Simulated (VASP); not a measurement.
**TiO2: single point with PBEsol**

TiO2:

```
Ti O
1.0
     1.49733    0.86448    6.98154
    -1.49733    0.86448    6.98154
     0.00000   -1.72897    6.98154
Ti O
1 2
Cartesian
  0.0000 0.0000 0.0000
  0.0000 0.0000 7.9492
  0.0000 0.0000 12.9955
```

```
Program                : VASP 6.6.1
Task                   : single point
Functional             : PBEsol
Potentials or basis    : VASP PAW PBE potentials, release 64 (Ti_sv, O)
Cutoff                 : 520 eV
k mesh                 : 9 × 9 × 9
Occupations            : fermi-dirac, width 0.05 eV
Spin                   : no spin polarisation
Dipole correction      : no
Further INCAR settings : ALGO = Normal; EDIFF = 1e-06; NBANDS = 19
```

```
Pressure               : -3.9 GPa
Largest force          : 0.385 eV/Å
Band gap on the k mesh : 2.68 eV, indirect (least direct gap 2.83 eV)
```

Forces on the atoms (eV/Å):
```
Ti   0.000  0.000  0.000
O    0.000  0.000 -0.385
O    0.000  0.000  0.385
```

Stress tensor (GPa, compression positive):
```
-4.63  0.00  0.00
 0.00 -4.63  0.00
 0.00  0.00 -2.35
```

Levels at points of the mesh, in eV from the valence-band top:
| k point | band 10 | band 11 | band 12 | band 13 | band 14 | band 15 |
| --- | --- | --- | --- | --- | --- | --- |
| (0.00, 0.00, 0.00) | -0.58 | -0.15 | -0.15 | 2.68 | 2.68 | 4.39 |

Run time: 7.7 min on 1 thread of Intel(R) Xeon(R) Platinum 8259CL CPU @ 2.50GHz (Skylake/Cascade Lake) (shared host), peak memory 0.41 GiB.

Caveat: the PAW data sets were made with another functional, which shifts forces and pressure a little. A k mesh can miss the band edges.
